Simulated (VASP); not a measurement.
# VB2Ir2F (I4/mmm) in VASP: single point with PBE+U

Aim: the single point of VB2Ir2F with PBE+U.

Everything below comes from runs of VASP 6.6.1. Logs are shortened: lines on timing, memory, paths and dates and some standing lists are left out, and cuts for length are marked.

## (1) The cell of the first run

The structure is tetragonal, space group I4/mmm (No. 139). Conventional cell: a = 3.576 Å, b = 3.576 Å, c = 9.621 Å, α = 90.00°, β = 90.00°, γ = 90.00°. Within 2.7 Å of Ir (site symmetry -4m2) lie 4 B at 2.05 Å and 4 Ir at 2.53 Å. Within 1.9 Å of F (site symmetry 4/mmm) lie 2 B at 1.40 Å. B (site symmetry 4mm) has 1 F at 1.40 Å within 1.9 Å. Within 3.6 Å of V (site symmetry 4/mmm) lie 4 F at 2.53 Å and 10 B at 2.89 to 3.42 Å and 8 Ir at 3.00 Å and 4 V at 3.58 Å.

## (2) Single point, PBE+U, collinear spin, antiferromagnetic start

File INCAR:

```
ALGO     = Normal         # electronic algorithm
EDIFF    = 1E-6           # SCF threshold, eV
ENCUT    = 520            # plane-wave cutoff, eV
GGA      = PE             # functional
ISIF     = 2              # what is computed and relaxed
ISMEAR   = -5             # smearing method
ISPIN    = 2              # spin polarisation
ISYM     = 0            
LASPH    = True           # aspherical terms in the spheres
LCHARG   = False          # write CHGCAR
LDAU     = True           # DFT+U
LDAUJ    = 0 0 0 0      
LDAUL    = 2 -1 -1 2      # shell
LDAUPRINT= 1            
LDAUTYPE = 2            
LDAUU    = 3.8 0 0 5.9    # U, eV
LMAXMIX  = 4              # l up to which the mixer works
LORBIT   = 11             # projections on sites
LREAL    = False          # projectors in reciprocal space
LWAVE    = False          # write WAVECAR
MAGMOM   = 1 1 0 0 0 -2   # initial moments
NBANDS   = 35             # bands
NELM     = 150            # most SCF steps
PREC     = Accurate       # precision mode
SIGMA    = 0.1            # smearing width, eV
```

File KPOINTS:

```
k-points
0
Gamma
  6 6 6
```

File POSCAR:

```
VB2Ir2F
1.0
    0.0000000000      3.5755120200      0.0000000000
    3.5755120200      0.0000000000      0.0000000000
    1.7877555100      1.7877555100     -4.8105450600
Ir F B V
2 1 2 1
Direct
    0.7500000000      0.2500000000      0.5000000000
    0.2500000000      0.7500000000      0.5000000000
    0.0000000000      0.0000000000      0.0000000000
    0.1450000000      0.1450000000      0.7100000000
    0.8550000000      0.8550000000      0.2900000000
    0.5000000000      0.5000000000      0.0000000000
```

Potentials or basis: VASP PAW PBE potentials, release 64 (Ir, F, B, V_sv).

Launch:

```sh
$ cat potpaw_PBE.64/Ir/POTCAR potpaw_PBE.64/F/POTCAR potpaw_PBE.64/B/POTCAR potpaw_PBE.64/V_sv/POTCAR > POTCAR
$ mpirun -np 1 vasp_std > vasp.out
```

OUTCAR:

```text
EDIFF = 1E-6
   ENCUT = 520
   GGA = PE
   ISIF = 2
   ISMEAR = -5
   ISPIN = 2
   ISYM = 0
   LASPH = True
   LORBIT = 11
   LREAL = False
   NELM = 150
   PREC = Accurate

 ion  position               nearest neighbor table
   1  0.750  0.250  0.500-   4 2.05   5 2.05   5 2.05   4 2.05   2 2.53   2 2.53   2 2.53   2 2.53
                             6 3.00   6 3.00   6 3.00   6 3.00
   2  0.250  0.750  0.500-   4 2.05   5 2.05   5 2.05   4 2.05   1 2.53   1 2.53   1 2.53   1 2.53
                             6 3.00   6 3.00   6 3.00   6 3.00
   3  0.000  0.000  0.000-   4 1.40   5 1.40
   4  0.145  0.145  0.710-   3 1.40   2 2.05   1 2.05   2 2.05   1 2.05
   5  0.855  0.855  0.290-   3 1.40   2 2.05   1 2.05   1 2.05   2 2.05
   6  0.500  0.500  0.000-   1 3.00   2 3.00   1 3.00   2 3.00   2 3.00   1 3.00   2 3.00   1 3.00

IMPORTANT INFORMATION: All symmetrisations will be switched off!
NOSYMM: (Re-)initialisation of all symmetry stuff for point group C_1.

----------------------------------------------------------------------------------------

                                     Primitive cell

  volume of cell :      61.4994

  direct lattice vectors                    reciprocal lattice vectors
     0.000000000  3.575512020  0.000000000     0.000000000  0.279680223  0.103938297
     3.575512020  0.000000000  0.000000000     0.279680223  0.000000000  0.103938297
     1.787755510  1.787755510 -4.810545060     0.000000000  0.000000000 -0.207876652

  length of vectors
     3.575512020  3.575512020  5.434471759     0.298369229  0.298369229  0.207876652

  position of ions in fractional coordinates (direct lattice)
     0.750000000  0.250000000  0.500000000
     0.250000000  0.750000000  0.500000000
     0.000000000  0.000000000  0.000000000
     0.145000000  0.145000000  0.710000000
     0.855000000  0.855000000  0.290000000
     0.500000000  0.500000000  0.000000000

  ion indices of the primitive-cell ions
   primitive index   ion index
                 1           1
                 2           2
                 3           3
                 4           4
                 5           5
                 6           6

----------------------------------------------------------------------------------------

 KPOINTS: k-points

Automatic generation of k-mesh.
 Grid dimensions read from file:
 generate k-points for:    6    6    6

 Generating k-lattice:

  Cartesian coordinates                     Fractional coordinates (reciprocal lattice)
     0.000000000  0.046613371  0.017323049     0.166666667  0.000000000  0.000000000
     0.046613371  0.000000000  0.017323049     0.000000000  0.166666667  0.000000000
     0.000000000  0.000000000 -0.034646109     0.000000000  0.000000000  0.166666667

  Length of vectors
     0.049728205  0.049728205  0.034646109

  Shift w.r.t. Gamma in fractional coordinates (k-lattice)
     0.000000000  0.000000000  0.000000000

 TETIRR: Found    648 inequivalent tetrahedra from     1296

 Subroutine IBZKPT returns following result:
 ===========================================

 Found    112 irreducible k-points:

 Following reciprocal coordinates:
            Coordinates               Weight
  0.000000  0.000000  0.000000      1.000000
  0.166667  0.000000  0.000000      2.000000
  0.000000 -0.166667 -0.166667      2.000000
 -0.166667  0.000000 -0.166667      2.000000
  0.000000  0.166667  0.000000      2.000000
  0.333333  0.000000 -0.000000      2.000000
[... 16 lines left out ...]
  0.333333 -0.166667  0.333333      2.000000
  0.166667  0.333333  0.500000      2.000000
[... 21 lines left out ...]
   EDIFFG = 0.1E-04   stopping-criterion for IOM
   NSW    =      0    number of steps for IOM
   IBRION =     -1    ionic relax: 0-MD 1-quasi-New 2-CG
   NFREE  =      0    steps in history (QN), initial steepest desc. (CG)
   ISIF   =      2    stress and relaxation
   ISYM   =      0    0-nonsym 1-usesym 2-fastsym
   POTIM  = 0.5000    time-step for ionic-motion
   TEBEG  =    0.0;   TEEND  =   0.0 temperature during run
   PSTRESS=    0.0 pullay stress
   NELECT =      44.0000    total number of electrons
   NUPDOWN=      -1.0000    fix difference up-down
   EMIN   =  10.00;   EMAX   =-10.00  energy-range for DOS
   EFERMI =   0.00;   METHOD = LEGACY
   ISMEAR =    -5;   SIGMA  =   0.10  broadening in eV -4-tet -1-fermi 0-gaus
   EFERMI_NEDOS =   21; number of points for ismear=-14 and -15
   IALGO  =     38    algorithm
   IMIX   =      4    mixing-type and parameters
     AMIX     =   0.40;   BMIX     =  1.00
     AMIX_MAG =   1.60;   BMIX_MAG =  1.00
  volume/ion in A,a.u.               =      10.25        69.17
  Fermi-wavevector in a.u.,A,eV,Ry     =   1.464206  2.766948 29.169513  2.143899
  Thomas-Fermi vector in A             =   2.580209
   LORBIT       =     11    0 simple, 1 ext, 2 COOP (PROOUT), +10 PAW based schemes
 LDA+U is selected, type is set to LDAUTYPE =  2
   angular momentum for each species LDAUL =     2   -1   -1    2
   U (eV)           for each species LDAUU =   3.8  0.0  0.0  5.9
   J (eV)           for each species LDAUJ =   0.0  0.0  0.0  0.0
   GGA     = PE    functional components
   LHFCALC =     F    Hartree Fock is set to
   AEXX    =    0.0000 exact exchange contribution
   IVDW    =     0    specifies the selected vdW correction
   LEPSILON=     F    determine dielectric tensor
   LRPA    =     F    only Hartree local field effects (RPA)
 spin polarized calculation
 Fermi weights with tetrahedron method with Bloechl corrections
  energy-cutoff  :      520.00
  volume of cell :       61.50
 maximum number of plane-waves:      1678
 NGX is ok and might be reduce to    28
   NGX = 13   NGY = 13   NGZ = 21

atom =   1  type =  1  l = 2

 onsite density matrix

spin component  1
[... 83 lines left out ...]
  o =  0.0152  v =  0.9984  0.0091  0.0235  0.0088  0.0504  0.0000  0.0000  0.0000  0.0000  0.0000      0.0000  0.0000  0.0000  0.0000  0.0000  0.0000  0.0000  0.0000  0.0000  0.0000
  o =  0.0168  v =  0.0000  0.0000  0.0000  0.0000  0.0000  0.9968 -0.0084 -0.0793 -0.0084  0.0013      0.0000  0.0000  0.0000  0.0000  0.0000  0.0000  0.0000  0.0000  0.0000  0.0000
  o =  0.0299  v = -0.0255 -0.0052  0.9988 -0.0074  0.0415  0.0000  0.0000  0.0000  0.0000  0.0000      0.0000  0.0000  0.0000  0.0000  0.0000  0.0000  0.0000  0.0000  0.0000  0.0000
  o =  0.0341  v = -0.0493 -0.0094 -0.0428  0.0054  0.9978  0.0000  0.0000  0.0000  0.0000  0.0000      0.0000  0.0000  0.0000  0.0000  0.0000  0.0000  0.0000  0.0000  0.0000  0.0000
  o =  0.0986  v =  0.0000  0.0000  0.0000  0.0000  0.0000 -0.0118 -0.5954  0.0007 -0.8034 -0.0002      0.0000  0.0000  0.0000  0.0000  0.0000  0.0000  0.0000  0.0000  0.0000  0.0000
  o =  0.3358  v =  0.0000  0.0000  0.0000  0.0000  0.0000  0.0014 -0.8028  0.0392  0.5950 -0.0071      0.0000  0.0000  0.0000  0.0000  0.0000  0.0000  0.0000  0.0000  0.0000  0.0000
  o =  0.3472  v =  0.0000  0.0000  0.0000  0.0000  0.0000 -0.0793 -0.0313 -0.9961  0.0235 -0.0043      0.0000  0.0000  0.0000  0.0000  0.0000  0.0000  0.0000  0.0000  0.0000  0.0000
  o =  0.3593  v =  0.0019 -0.7728  0.0011  0.6345 -0.0106  0.0000  0.0000  0.0000  0.0000  0.0000      0.0000  0.0000  0.0000  0.0000  0.0000  0.0000  0.0000  0.0000  0.0000  0.0000
  o =  0.8523  v = -0.0129  0.6344  0.0086  0.7728  0.0015  0.0000  0.0000  0.0000  0.0000  0.0000      0.0000  0.0000  0.0000  0.0000  0.0000  0.0000  0.0000  0.0000  0.0000  0.0000
  o =  0.8856  v =  0.0000  0.0000  0.0000  0.0000  0.0000 -0.0016 -0.0060 -0.0039  0.0041  1.0000      0.0000  0.0000  0.0000  0.0000  0.0000  0.0000  0.0000  0.0000  0.0000  0.0000

 number of electron      43.9999988 magnetization      -0.5537041

 Free energy of the ion-electron system (eV)
  ---------------------------------------------------
  ext. energy  EPLUGINS =         0.00000000
  ---------------------------------------------------
  free energy    TOTEN  =       -30.13851824 eV

  energy without entropy =      -30.13851824  energy(sigma->0) =      -30.13851824

 E-fermi :  10.3056     XC(G=0): -12.9666

 val. band max:       10.7956473800   @ k =   0.0000   0.0000   0.5000
 cond. band min:      10.2457870983   @ k =   0.5000   0.3333   0.1667
 fundamental gap:     -0.5498602818
 Fermi energy:        10.3055755367

 spin component 1

 k-point     1 :       0.0000    0.0000    0.0000
  band No.  band energies     occupation
      1     -55.0324      1.00000
      2     -28.9600      1.00000
      3     -28.9550      1.00000
      4     -28.7757      1.00000
      5     -20.9300      1.00000
      6      -5.7615      1.00000
[... 1769 lines left out ...]
     33      18.9727      0.00000
     34      19.4296      0.00000

 [... further k-points ...]

 [bands above 34 left out]

------------------------ aborting loop because EDIFF is reached ----------------------------------------

  FORCE on cell =-STRESS in cart. coord.  units (eV):
  Direction    XX          YY          ZZ          XY          YZ          ZX
  --------------------------------------------------------------------------------------
  -------------------------------------------------------------------------------------
  Total       21.9861142     21.7772828     13.2879269      0.0412498      0.0078536      0.0135472
  in kB      572.7805858    567.3401275    346.1760692      1.0746364      0.2046024      0.3529297
  external PRESSURE =     495.4322609 kB  Pullay stress =       0.0000000 kB

 VOLUME and BASIS-vectors are now :
 -----------------------------------------------------------------------------
  energy-cutoff  :      520.00
  volume of cell :       61.50
      direct lattice vectors                 reciprocal lattice vectors
     0.000000000  3.575512020  0.000000000     0.000000000  0.279680223  0.103938297
     3.575512020  0.000000000  0.000000000     0.279680223  0.000000000  0.103938297
     1.787755510  1.787755510 -4.810545060     0.000000000  0.000000000 -0.207876652

 POSITION                                       TOTAL-FORCE (eV/Angst)
 -----------------------------------------------------------------------------------
      1.78776      3.57551     -2.40527         0.002226      0.002908      0.113079
      3.57551      1.78776     -2.40527        -0.002226     -0.002908     -0.113079
      0.00000      0.00000      0.00000        -0.000000      0.000000     -0.000000
      1.78776      1.78776     -3.41549         0.000033      0.001051      3.874319
      3.57551      3.57551     -1.39506        -0.000033     -0.001051     -3.874319
      1.78776      1.78776      0.00000        -0.000000     -0.000000      0.000000
 -----------------------------------------------------------------------------------
    total drift:                               -0.000000      0.000000      0.000000

  FREE ENERGIE OF THE ION-ELECTRON SYSTEM (eV)
  ---------------------------------------------------
  free  energy   TOTEN  =       -30.1385182401 eV

  energy  without entropy=      -30.1385182401  energy(sigma->0) =      -30.13851824

 total charge

# of ion       s       p       d       tot
------------------------------------------
    1        0.792   1.022   8.010   9.825
    2        0.792   1.022   8.010   9.825
    3        1.767   4.523   0.000   6.289
    4        0.703   1.303   0.000   2.006
    5        0.703   1.303   0.000   2.006
    6        2.185   6.097   2.955  11.237
--------------------------------------------------
tot          6.942  15.269  18.976  41.187

 magnetization (x)

# of ion       s       p       d       tot
------------------------------------------
    1        0.001  -0.012   0.016   0.004
    2        0.001  -0.012   0.016   0.004
    3       -0.003  -0.009   0.000  -0.012
    4        0.000  -0.006   0.000  -0.005
    5        0.000  -0.006   0.000  -0.005
    6       -0.009  -0.004  -0.394  -0.406
--------------------------------------------------
tot         -0.010  -0.048  -0.362  -0.420
```

Wall time 20 min (1 thread of Intel Xeon 6975P-C (Granite Rapids), shared host); peak memory 0.52 GiB.

What came out:

```yaml
Free_energy: -30.1385 eV
Pressure: 49.5 GPa
Largest_force: 3.874 eV/Å
Net_moment: -0.55 μB per cell
Site_moments: Ir +0.00; F -0.01; B -0.01; V -0.41 μB
Valence_electrons_inside_the_program's_atomic_spheres: Ir 9.82; F 6.29; B 2.01; V 11.24
```

Forces on the atoms (eV/Å):
```
Ir   0.002  0.003  0.113
Ir  -0.002 -0.003 -0.113
F    0.000  0.000  0.000
B    0.000  0.001  3.874
B    0.000 -0.001 -3.874
V    0.000  0.000  0.000
```

Eigenvalues of the final occupation matrices:
```tsv
site	spin	trace	eigenvalues
site 1 d	1	4.07	0.73 0.81 0.82 0.83 0.88
site 1 d	2	4.05	0.72 0.80 0.82 0.83 0.89
site 2 d	1	4.07	0.73 0.81 0.82 0.83 0.88
site 2 d	2	4.05	0.72 0.80 0.82 0.83 0.89
site 6 d	1	1.29	0.02 0.03 0.03 0.36 0.85
site 6 d	2	1.68	0.02 0.10 0.34 0.35 0.89
```

Caveat: the stress differs along the axes, from 35 to 57 GPa; a moment this small can come from the mesh or the smearing; spin-orbit coupling is left out, which moves the levels of the heavy elements; forces of over 1 eV/Å act on the atoms, so gaps and moduli don't describe the material at rest; tetrahedron occupations give inexact forces and stress in metals. The state reached can hang on the start; a lower one may exist.
